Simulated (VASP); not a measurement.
# Pb (Fmmm) in VASP: further runs

The runs below take Pb through single point, with LDA.

Everything below comes from runs of VASP 6.6.1. Logs are shortened: lines on timing, memory, paths and dates and some standing lists are left out, and cuts for length are marked.

### 1 The cell of the first run

It takes space group Fmmm (No. 69, orthorhombic). The conventional cell has a = 3.959 Å, b = 5.424 Å, c = 5.774 Å, α = 90.00°, β = 90.00°, γ = 90.00°. Within 4.4 Å of Pb (site symmetry mmm) lie 14 Pb at 3.36 to 3.96 Å.

### 2 Single point, LDA (strain +0.0625 x Voigt [0, 0, 0, 0, 0, 1])

File INCAR:

```
ALGO = Fast
EDIFF = 1E-7
ENCUT = 520
GGA = CA
ISIF = 2
ISMEAR = 0
LASPH = True
LCHARG = False
LREAL = False
LWAVE = False
NBANDS = 13
NELM = 80
PREC = Accurate
SIGMA = 0.15
```

File KPOINTS:

```
k-points
0
Gamma
  18 18 18
```

File POSCAR:

```
Pb
1.0
   -1.9177952052      1.9177952052      1.9796595667
    1.9177952052     -1.9177952052      1.9796595667
    2.0415239282      2.0415239282     -1.9796595667
Pb
1
Direct
    0.0000000000      0.0000000000      0.0000000000
```

Potentials or basis: VASP PAW LDA potentials, release 64 (Pb_d).

Command:

```bash
$ cat potpaw_LDA.64/Pb_d/POTCAR > POTCAR
$ mpirun -np 1 vasp_std > vasp.out
```

OUTCAR:

```text
EDIFF = 1E-7
   ENCUT = 520
   GGA = CA
   ISIF = 2
   ISMEAR = 0
   LASPH = True
   LREAL = False
   NELM = 80
   PREC = Accurate

 ion  position               nearest neighbor table
   1  0.000  0.000  0.000-

  LATTYP: Found a face centered orthorhombic cell.
 ALAT       =     3.9593191334
 B/A-ratio  =     1.3700193885
 C/A-ratio  =     1.4584077362

  Lattice vectors:

 A1 = (   3.9593191334,   0.1237287230,   0.0000000000)
 A2 = (   2.0415239282,   2.0415239282,   1.9796595667)
 A3 = (   1.9177952052,  -1.9177952052,   1.9796595667)

Analysis of symmetry for initial positions (statically):
=====================================================================
 Subroutine PRICEL returns:
 Original cell was already a primitive cell.

 Routine SETGRP: Setting up the symmetry group for a
 face centered orthorhombic supercell.

 Subroutine GETGRP returns: Found  8 space group operations
 (whereof  8 operations were pure point group operations)
 out of a pool of  8 trial point group operations.

The static configuration has the point symmetry D_2h.

Analysis of symmetry for dynamics (positions and initial velocities):
=====================================================================
 Subroutine PRICEL returns:
 Original cell was already a primitive cell.

 Routine SETGRP: Setting up the symmetry group for a
 face centered orthorhombic supercell.

 Subroutine GETGRP returns: Found  8 space group operations
 (whereof  8 operations were pure point group operations)
 out of a pool of  8 trial point group operations.

The dynamic configuration has the point symmetry D_2h.

 Subroutine INISYM returns: Found  8 space group operations
 (whereof  8 operations are pure point group operations),
 and found     1 'primitive' translations

----------------------------------------------------------------------------------------

                                     Primitive cell

  volume of cell :      31.0032

  direct lattice vectors                    reciprocal lattice vectors
    -1.917795205  1.917795205  1.979659567    -0.007900487  0.252815568  0.252568678
     1.917795205 -1.917795205  1.979659567     0.252815568 -0.007900487  0.252568678
     2.041523928  2.041523928 -1.979659567     0.244915082  0.244915082  0.000000000

  length of vectors
     3.357816091  3.357816091  3.500670207     0.357447991  0.357447991  0.346362230

  position of ions in fractional coordinates (direct lattice)
     0.000000000  0.000000000  0.000000000

  ion indices of the primitive-cell ions
   primitive index   ion index
                 1           1

----------------------------------------------------------------------------------------

 KPOINTS: k-points

Automatic generation of k-mesh.
 Grid dimensions read from file:
 generate k-points for:   18   18   18

 Generating k-lattice:

  Cartesian coordinates                     Fractional coordinates (reciprocal lattice)
    -0.000438916  0.014045309  0.014031593     0.055555556  0.000000000  0.000000000
     0.014045309 -0.000438916  0.014031593     0.000000000  0.055555556  0.000000000
     0.013606393  0.013606393  0.000000000     0.000000000  0.000000000  0.055555556

  Length of vectors
     0.019858222  0.019858222  0.019242346

  Shift w.r.t. Gamma in fractional coordinates (k-lattice)
     0.000000000  0.000000000  0.000000000

 Subroutine IBZKPT returns following result:
 ===========================================

 Found    865 irreducible k-points:

 Following reciprocal coordinates:
            Coordinates               Weight
  0.000000  0.000000  0.000000      1.000000
  0.055556 -0.000000 -0.000000      8.000000
  0.111111 -0.000000 -0.000000      8.000000
  0.166667  0.000000  0.000000      8.000000
  0.222222 -0.000000 -0.000000      8.000000
  0.277778 -0.000000 -0.000000      8.000000
[... 16 lines left out ...]
 -0.277778  0.055556  0.000000      8.000000
 -0.222222  0.055556  0.000000      8.000000
 [... further k-points ...]
   k-points           NKPTS =    865   k-points in BZ     NKDIM =    865   number of bands    NBANDS=     13
   number of dos      NEDOS =    301   number of ions     NIONS =      1
   total plane-waves  NPLWV =  21952
   dimension x,y,z NGX =    28 NGY =   28 NGZ =   28
   dimension x,y,z NGXF=    56 NGYF=   56 NGZF=   56
   ions per type =               1
   NGX,Y,Z   is equivalent  to a cutoff of  13.86, 13.86, 13.30 a.u.
   NGXF,Y,Z  is equivalent  to a cutoff of  27.73, 27.73, 26.59 a.u.
 SYSTEM =  unknown system
   PREC   = accura    normal or accurate (medium, high low for compatibility)
   ISTART =      0    job   : 0-new  1-cont  2-samecut
   ICHARG =      2    charge: 1-file 2-atom 10-const
   ISPIN  =      1    spin polarized calculation?
   LNONCOLLINEAR =      F non collinear calculations
   LSORBIT =      F    spin-orbit coupling
   LASPH  =      T    aspherical Exc in radial PAW
   ENCUT  =  520.0 eV  38.22 Ry    6.18 a.u.   6.24  6.24  6.51*2*pi/ulx,y,z
   NELM   =     80;   NELMIN=  2; NELMDL= -5     # of ELM steps
   EDIFF  = 0.1E-06   stopping-criterion for ELM
   LREAL  =      F    real-space projection
   EDIFFG = 0.1E-05   stopping-criterion for IOM
   NSW    =      0    number of steps for IOM
   IBRION =     -1    ionic relax: 0-MD 1-quasi-New 2-CG
   NFREE  =      0    steps in history (QN), initial steepest desc. (CG)
   ISIF   =      2    stress and relaxation
   ISYM   =      2    0-nonsym 1-usesym 2-fastsym
   POTIM  = 0.5000    time-step for ionic-motion
   TEBEG  =    0.0;   TEEND  =   0.0 temperature during run
   PSTRESS=    0.0 pullay stress
   NELECT =      14.0000    total number of electrons
   NUPDOWN=      -1.0000    fix difference up-down
   EMIN   =  10.00;   EMAX   =-10.00  energy-range for DOS
   EFERMI =   0.00;   METHOD = LEGACY
   ISMEAR =     0;   SIGMA  =   0.15  broadening in eV -4-tet -1-fermi 0-gaus
   EFERMI_NEDOS =   21; number of points for ismear=-14 and -15
   IALGO  =     68    algorithm
   IMIX   =      4    mixing-type and parameters
     AMIX     =   0.40;   BMIX     =  1.00
     AMIX_MAG =   1.60;   BMIX_MAG =  1.00
  volume/ion in A,a.u.               =      31.00       209.22
  Fermi-wavevector in a.u.,A,eV,Ry     =   1.255977  2.373453 21.462903  1.577479
  Thomas-Fermi vector in A             =   2.389708
   LORBIT       =      0    0 simple, 1 ext, 2 COOP (PROOUT), +10 PAW based schemes
   GGA     = CA    functional components
   LHFCALC =     F    Hartree Fock is set to
   AEXX    =    0.0000 exact exchange contribution
   IVDW    =     0    specifies the selected vdW correction
   LEPSILON=     F    determine dielectric tensor
   LRPA    =     F    only Hartree local field effects (RPA)
 non-spin polarized calculation
 RMM-DIIS sequential band-by-band and
 Gauss-broadening in eV      SIGMA  =   0.15
  energy-cutoff  :      520.00
  volume of cell :       31.00
 maximum number of plane-waves:       858
 NGX is ok and might be reduce to    28
   NGX = 13   NGY = 13   NGZ = 13

 number of electron      14.0000002 magnetization

 Free energy of the ion-electron system (eV)
  ---------------------------------------------------
  ext. energy  EPLUGINS =         0.00000000
  ---------------------------------------------------
  free energy    TOTEN  =        -4.19340049 eV

  energy without entropy =       -4.18650950  energy(sigma->0) =       -4.18995500

 E-fermi :   6.7430     XC(G=0): -10.3504

 val. band max:        6.7426851861   @ k =   0.3889   0.1667   0.1667
 cond. band min:       6.7580450818   @ k =  -0.2778  -0.2778   0.0556
 fundamental gap:      0.0153598957
 Fermi energy:         6.7430222850

 k-point     1 :       0.0000    0.0000    0.0000
  band No.  band energies     occupation
      1     -10.3453      2.00000
      2     -10.2956      2.00000
      3     -10.2406      2.00000
      4     -10.0580      2.00000
      5     -10.0538      2.00000
      6      -4.8672      2.00000
      7      13.4986      0.00000
      8      14.1398      0.00000
      9      14.5574      0.00000
     10      17.6771      0.00000
     11      17.9036      0.00000
     12      18.0397      0.00000
     13      18.3952      0.00000

 k-point     2 :       0.0556   -0.0000   -0.0000
  band No.  band energies     occupation
      1     -10.3409      2.00000
      2     -10.2911      2.00000
      3     -10.2380      2.00000
      4     -10.0604      2.00000
      5     -10.0547      2.00000
      6      -4.8059      2.00000
      7      13.1669      0.00000
      8      13.7221      0.00000
      9      14.3446      0.00000
     10      17.2826      0.00000
     11      17.7247      0.00000
     12      18.1928      0.00000
     13      18.4628      0.00000

 k-point     3 :       0.1111   -0.0000   -0.0000
  band No.  band energies     occupation
      1     -10.3340      2.00000
      2     -10.2764      2.00000
      3     -10.2266      2.00000
      4     -10.0677      2.00000
      5     -10.0564      2.00000
      6      -4.6219      2.00000
      7      11.9221      0.00000
      8      13.0740      0.00000
      9      14.0432      0.00000
     10      16.5317      0.00000
     11      17.5158      0.00000
     12      17.8865      0.00000
     13      19.2689      0.00000
[... 305 lines left out ...]
 k-point    23 :      -0.2778    0.0556    0.0000
  band No.  band energies     occupation
      1     -10.3359      2.00000
      2     -10.2505      2.00000
      3     -10.1077      2.00000
      4     -10.0904      2.00000
      5     -10.0646      2.00000
      6      -3.5633      2.00000
      7       7.7387      0.00000
      8      11.4227      0.00000
      9      12.7107      0.00000
     10      15.1240      0.00000
     11      16.9340      0.00000
     12      18.0850      0.00000
     13      20.7111      0.00000

 k-point    24 :      -0.2222    0.0556    0.0000
  band No.  band energies     occupation
      1     -10.3259      2.00000
      2     -10.2495      2.00000
      3     -10.1699      2.00000
      4     -10.0861      2.00000
      5     -10.0634      2.00000
      6      -4.0521      2.00000
      7       9.3751      0.00000
      8      12.0914      0.00000
      9      13.1572      0.00000
     10      15.5830      0.00000
     11      17.0580      0.00000
     12      17.8729      0.00000
     13      20.2259      0.00000

 [... further k-points ...]
[... 5 lines left out ...]
  --------------------------------------------------------------------------------------
  -------------------------------------------------------------------------------------
  Total       -0.5507659     -0.5507659     -0.5329973     -0.1876015      0.0000000      0.0000000
  in kB      -28.4623290    -28.4623290    -27.5440897     -9.6948197      0.0000000      0.0000000
  external PRESSURE =     -28.1562492 kB  Pullay stress =       0.0000000 kB

 VOLUME and BASIS-vectors are now :
 -----------------------------------------------------------------------------
  energy-cutoff  :      520.00
  volume of cell :       31.00
      direct lattice vectors                 reciprocal lattice vectors
    -1.917795205  1.917795205  1.979659567    -0.007900487  0.252815568  0.252568678
     1.917795205 -1.917795205  1.979659567     0.252815568 -0.007900487  0.252568678
     2.041523928  2.041523928 -1.979659567     0.244915082  0.244915082  0.000000000

 POSITION                                       TOTAL-FORCE (eV/Angst)
 -----------------------------------------------------------------------------------
      0.00000      0.00000      0.00000         0.000000     -0.000000      0.000000
 -----------------------------------------------------------------------------------
    total drift:                               -0.000000     -0.000000     -0.000000

  FREE ENERGIE OF THE ION-ELECTRON SYSTEM (eV)
  ---------------------------------------------------
  free  energy   TOTEN  =        -4.1934004922 eV

  energy  without entropy=       -4.1865095031  energy(sigma->0) =       -4.18995500
```

It took 2.6 min on 1 thread of Intel Xeon 6975P-C (Granite Rapids), shared host; peak memory 0.41 GiB.

Results:

```yaml
Free_energy: -4.1934 eV
Pressure: -2.8 GPa
Band_gap_on_the_k_mesh: zero (band 7 reaches 13.50 eV, above the bottom of band 8 at 4.71 eV)
```

Levels at points of the mesh, in eV from the Fermi level:
```
           k point  band 3  band 4  band 5  band 6  band 7  band 8  band 9  band 10  band 11  band 12
(0.00, 0.00, 0.00)  -16.98  -16.80  -16.80  -11.61    6.76    7.40    7.81    10.93    11.16    11.30
(0.50, 0.00, 0.00)  -16.82  -16.81  -16.66   -7.88   -3.93    3.21    5.28     7.35     9.19    13.83
(0.50, 0.50, 0.00)  -16.83  -16.82  -16.63   -7.47   -3.79    2.93    4.89     7.17     8.70    13.15
(0.00, 0.00, 0.50)  -16.80  -16.79  -16.69   -8.28   -4.04    3.79    5.27     7.93     9.19    14.55
(0.50, 0.50, 0.50)  -16.74  -16.70  -16.65   -5.24   -0.61   -0.37   -0.07     4.66     4.68    16.15
```

Caveat: the cell differs from its parent crystal (strain +0.0625 x Voigt [0, 0, 0, 0, 0, 1]); spin-orbit coupling is left out, which moves the levels of the heavy elements.

### 3 Single point, LDA (strain +0.0375 x Voigt [0, 0, 0, 0, 0, 1])

File INCAR:

```
PREC = Accurate
ENCUT = 520
EDIFF = 1E-6
ISMEAR = 0
SIGMA = 0.15
LREAL = F
LASPH = T
NELM = 60
ALGO = Fast
ISIF = 2
LWAVE = F
LCHARG = T
GGA = CA
LELF = T
LVHAR = T
NBANDS = 13
```

File KPOINTS:

```
regular mesh
0
Gamma
  18 18 18
```

File POSCAR:

```
Pb
1.0
   -1.9425409498      1.9425409498      1.9796595667
    1.9425409498     -1.9425409498      1.9796595667
    2.0167781836      2.0167781836     -1.9796595667
Pb
1
Direct
    0.0000000000      0.0000000000      0.0000000000
```

Potentials or basis: VASP PAW LDA potentials, release 64 (Pb_d).

Command:

```bash
$ cat potpaw_LDA.64/Pb_d/POTCAR > POTCAR
$ mpirun -np 1 vasp_std > vasp.out
```

Wall time 2.7 min (1 thread of Intel Xeon 6975P-C (Granite Rapids), shared host); peak memory 0.41 GiB.

The run converged. Its results:

| Property | Result |
| --- | --- |
| Free energy | -4.1970 eV |
| Pressure | -2.9 GPa |
| Band gap on the k mesh | zero (band 7 reaches 13.76 eV, above the bottom of band 8 at 4.72 eV) |

Stress tensor (GPa, compression positive):
```
-2.95 -0.68  0.00
-0.68 -2.95  0.00
 0.00  0.00 -2.94
```

Levels at points of the mesh, in eV from the Fermi level:
```csv
k point,band 5,band 6,band 7,band 8,band 9,band 10
"(0.00, 0.00, 0.00)",-16.80,-11.60,7.02,7.38,7.66,10.99
"(0.50, 0.00, 0.00)",-16.66,-7.88,-3.92,3.30,5.15,7.46
"(0.50, 0.50, 0.00)",-16.64,-7.63,-3.84,3.10,4.96,7.31
"(0.00, 0.00, 0.50)",-16.68,-8.12,-3.99,3.61,5.19,7.77
"(0.50, 0.50, 0.50)",-16.67,-5.26,-0.51,-0.36,-0.19,4.66
```

Caveat: the cell differs from its parent crystal (strain +0.0375 x Voigt [0, 0, 0, 0, 0, 1]); spin-orbit coupling is left out, which moves the levels of the heavy elements.

[end of part 1 of 2]
